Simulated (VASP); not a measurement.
Au, 1 atom in the cell. The structure is tetragonal, space group I4/mmm (No. 139). Conventional cell: a = 2.980 Å, b = 2.980 Å, c = 4.030 Å, α = 90.00°, β = 90.00°, γ = 90.00°. Within 3.8 Å of Au (site symmetry 4/mmm) lie 12 Au at 2.92 to 2.98 Å.  This cell differs from its parent crystal: strain +0.030 along x and y, -0.015 along z.

| Item | Value |
| --- | --- |
| Program | VASP 6.6.1 |
| Task | single point |
| Functional | PBEsol |
| Potentials or basis | VASP PAW PBE potentials, release 64 (Au) |
| Cutoff | 520 eV |
| k mesh | 20 × 20 × 20 |
| Occupations | gaussian, width 0.15 eV |
| Spin | no spin polarisation |
| Dipole correction | no |
| Further INCAR settings | ALGO = Normal; EDIFF = 1e-06; NBANDS = 12 |

Potentials or basis: VASP PAW PBE potentials, release 64 (Au).

Launch:

```console
$ cat potpaw_PBE.64/Au/POTCAR > POTCAR
$ mpirun -np 1 vasp_std > vasp.out
```

Hardware: 1 thread of AMD EPYC 7R43 64-Core Processor (Zen 3) (shared host).

Problem. How long does it take, and how much memory?

Solution. Run time: 110 s on 1 thread of AMD EPYC 7R43 64-Core Processor (Zen 3), on a shared host, peak memory 0.22 GiB. Counts: scf iterations 11, k points 641.
